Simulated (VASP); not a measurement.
# KTaO3 (Pm-3m) in VASP: further runs, part 2 of 2

VASP 6.6.1. The steps go on from the part before.

## 4. Single point, PBE, non-collinear spin, zero start, spin-orbit coupling

File INCAR:

```
PREC     = Accurate       # precision mode
ENCUT    = 520            # plane-wave cutoff, eV
EDIFF    = 1E-7           # SCF threshold, eV
ISMEAR   = 0              # smearing method
SIGMA    = 0.05           # smearing width, eV
LREAL    = F              # projectors in reciprocal space
LASPH    = T              # aspherical terms in the spheres
NELM     = 150            # most SCF steps
ALGO     = Normal         # electronic algorithm
ISIF     = 2              # what is computed and relaxed
LWAVE    = F              # write WAVECAR
LCHARG   = F              # write CHGCAR
MAGMOM   = 0 0 0 0 0 0 0 0 0 0 0 0 0 0 0 # initial moments
LORBIT   = 11             # projections on sites
LSORBIT  = T              # spin-orbit coupling
GGA_COMPAT= F            
LORBMOM  = T            
LMAXMIX  = 4              # l up to which the mixer works
GGA      = PE             # functional
NBANDS   = 53             # bands
```

File KPOINTS:

```
regular mesh
0
Gamma
  6 6 6
```

File POSCAR:

```
KTaO3
1.0
    3.9882991392      0.0000000000      0.0000000000
    0.0000000000      3.9882991392      0.0000000000
    0.0000000000      0.0000000000      3.9882991392
K Ta O
1 1 3
Direct
    0.0000000000      0.0000000000      0.0000000000
    0.5000000000      0.5000000000      0.5000000000
    0.0000000000      0.5000000000      0.5000000000
    0.5000000000      0.5000000000      0.0000000000
    0.5000000000      0.0000000000      0.5000000000
```

Potentials or basis: VASP PAW PBE potentials, release 64 (K_sv, Ta_pv, O).

The run is started by

```
> cat potpaw_PBE.64/K_sv/POTCAR potpaw_PBE.64/Ta_pv/POTCAR potpaw_PBE.64/O/POTCAR > POTCAR
> mpirun -np 1 vasp_ncl > vasp.out
```

OUTCAR:

```text
PREC = Accurate
   ENCUT = 520
   EDIFF = 1E-7
   ISMEAR = 0
   LREAL = F
   LASPH = T
   NELM = 150
   ISIF = 2
   LORBIT = 11
   LSORBIT = T
   GGA = PE

 ion  position               nearest neighbor table
   1  0.000  0.000  0.000-   3 2.82   4 2.82   5 2.82   3 2.82   5 2.82   3 2.82   4 2.82   3 2.82
                             4 2.82   5 2.82   5 2.82   4 2.82   2 3.45   2 3.45   2 3.45   2 3.45
   2  0.500  0.500  0.500-   3 1.99   4 1.99   5 1.99   4 1.99   5 1.99   3 1.99   1 3.45   1 3.45
                             1 3.45   1 3.45   1 3.45   1 3.45   1 3.45   1 3.45
   3  0.000  0.500  0.500-   2 1.99   2 1.99   1 2.82   1 2.82   1 2.82   1 2.82
   4  0.500  0.500  0.000-   2 1.99   2 1.99   1 2.82   1 2.82   1 2.82   1 2.82
   5  0.500  0.000  0.500-   2 1.99   2 1.99   1 2.82   1 2.82   1 2.82   1 2.82

  LATTYP: Found a simple cubic cell.
 ALAT       =     3.9882991392

  Lattice vectors:

 A1 = (   3.9882991392,   0.0000000000,   0.0000000000)
 A2 = (   0.0000000000,   3.9882991392,   0.0000000000)
 A3 = (   0.0000000000,   0.0000000000,   3.9882991392)

Analysis of symmetry for initial positions (statically):
=====================================================================
 Subroutine PRICEL returns:
 Original cell was already a primitive cell.

 Routine SETGRP: Setting up the symmetry group for a
 simple cubic supercell.

 Subroutine GETGRP returns: Found 48 space group operations
 (whereof 48 operations were pure point group operations)
 out of a pool of 48 trial point group operations.

The static configuration has the point symmetry O_h .

Analysis of symmetry for dynamics (positions and initial velocities):
=====================================================================
 Subroutine PRICEL returns:
 Original cell was already a primitive cell.

 Routine SETGRP: Setting up the symmetry group for a
 simple cubic supercell.

 Subroutine GETGRP returns: Found 48 space group operations
 (whereof 48 operations were pure point group operations)
 out of a pool of 48 trial point group operations.

The dynamic configuration has the point symmetry O_h .

Analysis of structural, dynamic, and magnetic symmetry:
=====================================================================
 Subroutine PRICEL returns:
 Original cell was already a primitive cell.

 Routine SETGRP: Setting up the symmetry group for a
 simple cubic supercell.

 Subroutine GETGRP returns: Found 48 space group operations
 (whereof 48 operations were pure point group operations)
 out of a pool of 48 trial point group operations.

The overall configuration has the point symmetry O_h .

 Subroutine INISYM returns: Found 48 space group operations
 (whereof 48 operations are pure point group operations),
 and found     1 'primitive' translations

----------------------------------------------------------------------------------------

                                     Primitive cell

  volume of cell :      63.4400

  direct lattice vectors                    reciprocal lattice vectors
     3.988299139  0.000000000  0.000000000     0.250733449  0.000000000  0.000000000
     0.000000000  3.988299139  0.000000000     0.000000000  0.250733449  0.000000000
     0.000000000  0.000000000  3.988299139     0.000000000  0.000000000  0.250733449
[... 1219 lines left out ...]
  energy-cutoff  :      520.00
  volume of cell :       63.44
      direct lattice vectors                 reciprocal lattice vectors
     3.988299139  0.000000000  0.000000000     0.250733449  0.000000000  0.000000000
     0.000000000  3.988299139  0.000000000     0.000000000  0.250733449  0.000000000
     0.000000000  0.000000000  3.988299139     0.000000000  0.000000000  0.250733449

 POSITION                                       TOTAL-FORCE (eV/Angst)
 -----------------------------------------------------------------------------------
      0.00000      0.00000      0.00000         0.000000      0.000000      0.000000
      1.99415      1.99415      1.99415         0.000000      0.000000      0.000000
      0.00000      1.99415      1.99415         0.000000      0.000000      0.000000
      1.99415      1.99415      0.00000         0.000000      0.000000      0.000000
      1.99415      0.00000      1.99415         0.000000      0.000000      0.000000
 -----------------------------------------------------------------------------------
    total drift:                                0.000000      0.000000      0.000000

  FREE ENERGIE OF THE ION-ELECTRON SYSTEM (eV)
  ---------------------------------------------------
  free  energy   TOTEN  =       -41.6350201742 eV

  energy  without entropy=      -41.6350201742  energy(sigma->0) =      -41.63502017

 orbital moment (x)

 # of ion     p       d       tot
 ----------------------------------------
  1         0.000   0.000   0.000
  2         0.000  -0.000  -0.000
  3        -0.000   0.000  -0.000
  4        -0.000   0.000  -0.000
  5        -0.000   0.000  -0.000
 ----------------------------------------
            0.000  -0.000   0.000

 orbital moment (y)

 # of ion     p       d       tot
 ----------------------------------------
  1        -0.000  -0.000  -0.000
  2         0.000  -0.000  -0.000
  3        -0.000   0.000  -0.000
  4         0.000   0.000   0.000
  5         0.000   0.000   0.000
 ----------------------------------------
           -0.000  -0.000  -0.000

 orbital moment (z)

 # of ion     p       d       tot
 ----------------------------------------
  1         0.000   0.000   0.000
  2         0.000   0.000   0.000
  3         0.000   0.000   0.000
  4         0.000   0.000   0.000
  5         0.000   0.000   0.000
 ----------------------------------------
            0.000   0.000   0.000

 Spin-Orbit-Coupling matrix elements

 Ion:    1  E_soc:     -0.0079758
 l=   1
     0.0000000    -0.0013290    -0.0013290
    -0.0013290     0.0000000    -0.0013290
    -0.0013290    -0.0013290     0.0000000
 l=   2
     0.0000000    -0.0000000     0.0000000    -0.0000000    -0.0000003
    -0.0000000     0.0000000    -0.0000002    -0.0000000    -0.0000001
     0.0000000    -0.0000002     0.0000000    -0.0000002     0.0000000
    -0.0000000    -0.0000000    -0.0000002     0.0000000    -0.0000001
    -0.0000003    -0.0000001     0.0000000    -0.0000001     0.0000000
 l=   3
     0.0000000     0.0000000     0.0000000     0.0000000     0.0000000     0.0000000     0.0000000
     0.0000000     0.0000000     0.0000000     0.0000000     0.0000000     0.0000000     0.0000000
     0.0000000     0.0000000     0.0000000     0.0000000     0.0000000     0.0000000     0.0000000
     0.0000000     0.0000000     0.0000000     0.0000000     0.0000000     0.0000000     0.0000000
[... 69 lines left out ...]
 l=   2
     0.0000000     0.0000000     0.0000000     0.0000000     0.0000000
     0.0000000     0.0000000     0.0000000     0.0000000     0.0000000
     0.0000000     0.0000000     0.0000000     0.0000000     0.0000000
     0.0000000     0.0000000     0.0000000     0.0000000     0.0000000
     0.0000000     0.0000000     0.0000000     0.0000000     0.0000000
 l=   3
     0.0000000     0.0000000     0.0000000     0.0000000     0.0000000     0.0000000     0.0000000
     0.0000000     0.0000000     0.0000000     0.0000000     0.0000000     0.0000000     0.0000000
     0.0000000     0.0000000     0.0000000     0.0000000     0.0000000     0.0000000     0.0000000
     0.0000000     0.0000000     0.0000000     0.0000000     0.0000000     0.0000000     0.0000000
     0.0000000     0.0000000     0.0000000     0.0000000     0.0000000     0.0000000     0.0000000
     0.0000000     0.0000000     0.0000000     0.0000000     0.0000000     0.0000000     0.0000000
     0.0000000     0.0000000     0.0000000     0.0000000     0.0000000     0.0000000     0.0000000

 total charge

# of ion       s       p       d       tot
------------------------------------------
    1        1.962   5.608   0.048   7.618
    2        0.348   6.358   2.065   8.771
    3        1.563   3.522   0.000   5.085
    4        1.563   3.522   0.000   5.085
    5        1.563   3.522   0.000   5.085
--------------------------------------------------
tot          6.999  22.530   2.113  31.643

 magnetization (x)

# of ion       s       p       d       tot
------------------------------------------
    1        0.000  -0.000   0.000  -0.000
    2        0.000   0.000   0.000   0.000
    3       -0.000   0.000   0.000   0.000
    4       -0.000   0.000   0.000   0.000
    5        0.000   0.000   0.000   0.000
--------------------------------------------------
tot          0.000   0.000   0.000   0.000

 magnetization (y)

# of ion       s       p       d       tot
------------------------------------------
    1       -0.000   0.000  -0.000   0.000
    2       -0.000  -0.000  -0.000  -0.000
    3       -0.000   0.000   0.000   0.000
    4       -0.000  -0.000   0.000  -0.000
    5       -0.000   0.000   0.000  -0.000
--------------------------------------------------
tot         -0.000   0.000  -0.000   0.000

 magnetization (z)

# of ion       s       p       d       tot
------------------------------------------
    1        0.000   0.000  -0.000   0.000
    2        0.000  -0.000   0.000  -0.000
    3        0.000  -0.000   0.000  -0.000
    4       -0.000  -0.000   0.000  -0.000
    5        0.000   0.000   0.000   0.000
--------------------------------------------------
tot          0.000  -0.000  -0.000  -0.000
```

Wall time 59 s (1 thread of AMD EPYC 9R45 (Zen 5), shared host); peak memory 0.3 GiB.

What came out:

```yaml
Free_energy: -41.6350 eV
Pressure: 6.3 GPa
Net_moment: 0.00 μB per cell
Valence_electrons_inside_the_program's_atomic_spheres: K 7.62; Ta 8.77; O 5.08
```

Moments on the atoms (μB; x, y, z):
```
K   0.00 0.00 0.00
Ta  0.00 0.00 0.00
O   0.00 0.00 0.00
O   0.00 0.00 0.00
O   0.00 0.00 0.00
```

Caveat: the cell stands under pressure.

## 5. Single point, PBE, non-collinear spin, zero start, spin-orbit coupling (13.32 Å³/atom)

This run uses another cell than the first one, of 13.32 Å³/atom.

File INCAR:

```
PREC = Accurate ; ENCUT = 520
EDIFF = 1E-7 ; ISMEAR = 0
SIGMA = 0.05 ; LREAL = False
LASPH = True ; NELM = 150
ALGO = Normal ; ISIF = 2
LWAVE = False ; LCHARG = False
MAGMOM = 0 0 0 0 0 0 0 0 0 0 0 0 0 0 0 ; LORBIT = 11
LSORBIT = True ; GGA_COMPAT = False
LORBMOM = True ; LMAXMIX = 4
GGA = PE ; NBANDS = 53
```

File KPOINTS:

```
Automatic mesh
0
Gamma
  6 6 6
```

Edit POSCAR of step 4 so:

```diff
@@ -2,5 +2,5 @@
 1.0
-    3.9882991392      0.0000000000      0.0000000000
-    0.0000000000      3.9882991392      0.0000000000
-    0.0000000000      0.0000000000      3.9882991392
+    4.0536927150      0.0000000000      0.0000000000
+    0.0000000000      4.0536927150      0.0000000000
+    0.0000000000      0.0000000000      4.0536927150
 K Ta O
```

Potentials or basis: VASP PAW PBE potentials, release 64 (K_sv, Ta_pv, O).

The run is started by

```
> cat potpaw_PBE.64/K_sv/POTCAR potpaw_PBE.64/Ta_pv/POTCAR potpaw_PBE.64/O/POTCAR > POTCAR
> mpirun -np 1 vasp_ncl > vasp.out
```

OUTCAR:

```text
PREC = Accurate
   ENCUT = 520
   EDIFF = 1E-7
   ISMEAR = 0
   LREAL = False
   LASPH = True
   NELM = 150
   ISIF = 2
   LORBIT = 11
   LSORBIT = True
   GGA = PE

 ion  position               nearest neighbor table
   1  0.000  0.000  0.000-   3 2.87   4 2.87   5 2.87   3 2.87   5 2.87   3 2.87   4 2.87   3 2.87
                             4 2.87   5 2.87   5 2.87   4 2.87   2 3.51   2 3.51   2 3.51   2 3.51
   2  0.500  0.500  0.500-   3 2.03   4 2.03   5 2.03   4 2.03   5 2.03   3 2.03   1 3.51   1 3.51
                             1 3.51   1 3.51   1 3.51   1 3.51   1 3.51   1 3.51
   3  0.000  0.500  0.500-   2 2.03   2 2.03   1 2.87   1 2.87   1 2.87   1 2.87
   4  0.500  0.500  0.000-   2 2.03   2 2.03   1 2.87   1 2.87   1 2.87   1 2.87
   5  0.500  0.000  0.500-   2 2.03   2 2.03   1 2.87   1 2.87   1 2.87   1 2.87

  LATTYP: Found a simple cubic cell.
 ALAT       =     4.0536927150
[... 1439 lines left out ...]

 total charge

# of ion       s       p       d       tot
------------------------------------------
    1        1.960   5.602   0.043   7.604
    2        0.331   6.319   1.997   8.646
    3        1.560   3.493   0.000   5.053
    4        1.560   3.493   0.000   5.053
    5        1.560   3.493   0.000   5.053
--------------------------------------------------
tot          6.971  22.399   2.039  31.409

 magnetization (x)

# of ion       s       p       d       tot
------------------------------------------
    1       -0.000  -0.000   0.000  -0.000
    2        0.000   0.000  -0.000  -0.000
    3       -0.000  -0.000   0.000  -0.000
    4        0.000   0.000   0.000   0.000
    5        0.000   0.000   0.000   0.000
--------------------------------------------------
tot         -0.000  -0.000  -0.000  -0.000

 magnetization (y)

# of ion       s       p       d       tot
------------------------------------------
    1       -0.000   0.000   0.000   0.000
    2        0.000   0.000  -0.000  -0.000
    3        0.000   0.000   0.000   0.000
    4       -0.000   0.000   0.000  -0.000
    5        0.000  -0.000   0.000  -0.000
--------------------------------------------------
tot          0.000  -0.000  -0.000  -0.000

 magnetization (z)

# of ion       s       p       d       tot
------------------------------------------
    1        0.000   0.000   0.000   0.000
    2       -0.000  -0.000  -0.000  -0.000
    3        0.000  -0.000   0.000  -0.000
    4        0.000  -0.000   0.000  -0.000
    5        0.000   0.000   0.000   0.000
--------------------------------------------------
tot         -0.000  -0.000   0.000  -0.000
```

OSZICAR:

```text
N       E                     dE             d eps       ncg     rms          rms(c)
DAV:   1     0.350772221606E+03    0.35077E+03   -0.20447E+04  2120   0.145E+03
DAV:   2    -0.217199888034E+02   -0.37249E+03   -0.35685E+03  2457   0.426E+02
DAV:   3    -0.495851014011E+02   -0.27865E+02   -0.27639E+02  2774   0.113E+02
DAV:   4    -0.504414415142E+02   -0.85634E+00   -0.85414E+00  3248   0.166E+01
DAV:   5    -0.504612478739E+02   -0.19806E-01   -0.19798E-01  2836   0.214E+00    0.327E+01
DAV:   6    -0.419297217887E+02    0.85315E+01   -0.35623E+01  2691   0.406E+01    0.122E+01
DAV:   7    -0.417404463108E+02    0.18928E+00   -0.22139E+00  2538   0.956E+00    0.887E+00
DAV:   8    -0.416935226797E+02    0.46924E-01   -0.50161E-01  2606   0.600E+00    0.307E+00
DAV:   9    -0.416676843001E+02    0.25838E-01   -0.48018E-02  2505   0.178E+00    0.528E-01
DAV:  10    -0.416655234666E+02    0.21608E-02   -0.97270E-03  2796   0.603E-01    0.245E-01
DAV:  11    -0.416655219313E+02    0.15352E-05   -0.18618E-03  2843   0.303E-01    0.561E-02
DAV:  12    -0.416655344625E+02   -0.12531E-04   -0.44870E-04  2585   0.132E-01    0.299E-02
DAV:  13    -0.416655432681E+02   -0.88056E-05   -0.84944E-05  2566   0.696E-02    0.131E-02
DAV:  14    -0.416655423184E+02    0.94969E-06   -0.85507E-06  2603   0.243E-02    0.396E-03
DAV:  15    -0.416655423185E+02   -0.13779E-09   -0.90882E-07  3011   0.616E-03
   1 F= -.41665542E+02 E0= -.41665542E+02  d E =-.646857E-19  mag=     0.0000     0.0000     0.0000
```

stdout:

```text
POSCAR found type information on POSCAR K TaO
 POSCAR found :  3 types and       5 ions
 scaLAPACK will be used
 LDA part: xc-table for (Slater+PW92), standard interpolation
 POSCAR, INCAR and KPOINTS ok, starting setup
 FFT: planning ... GRIDC
 FFT: planning ... GRID_SOFT
 FFT: planning ... GRID
 WAVECAR not read
 entering main loop
```

Wall time 63 s (1 thread of AMD EPYC 9R45 (Zen 5), shared host); peak memory 0.31 GiB.

Results:

| Quantity | Value |
| --- | --- |
| Free energy | -41.6655 eV |
| Pressure | -3.2 GPa |
| Net moment | 0.00 μB per cell |
| Valence electrons inside the program's atomic spheres | K 7.60; Ta 8.65; O 5.05 |

Moments on the atoms (μB; x, y, z):
```
K   0.00 0.00 0.00
Ta  0.00 0.00 0.00
O   0.00 0.00 0.00
O   0.00 0.00 0.00
O   0.00 0.00 0.00
```

Caveat: the cell stands under tension.

## 6. The runs side by side

```tsv
spin	cell	k mesh	pressure (GPa)	moment (μB)
off	a = 3.988 Å, 5 atoms	8 × 8 × 8	6.1	-
non-collinear, zero start, SOC	a = 3.934 Å, 5 atoms	6 × 6 × 6	15.9	0.00
non-collinear, zero start, SOC	a = 3.988 Å, 5 atoms	6 × 6 × 6	6.3	0.00
non-collinear, zero start, SOC	a = 4.054 Å, 5 atoms	6 × 6 × 6	-3.2	0.00
```

Alike in all rows: task single point; level PBE; potentials or basis VASP PAW PBE potentials, release 64 (K_sv, Ta_pv, O); cutoff (eV) 520; smearing gaussian 0.05 eV.

Caveats: the cell stands under pressure (at least some runs); the cell stands under tension (at least some runs).

Absolute energies hang on the potentials; compare differences alone.
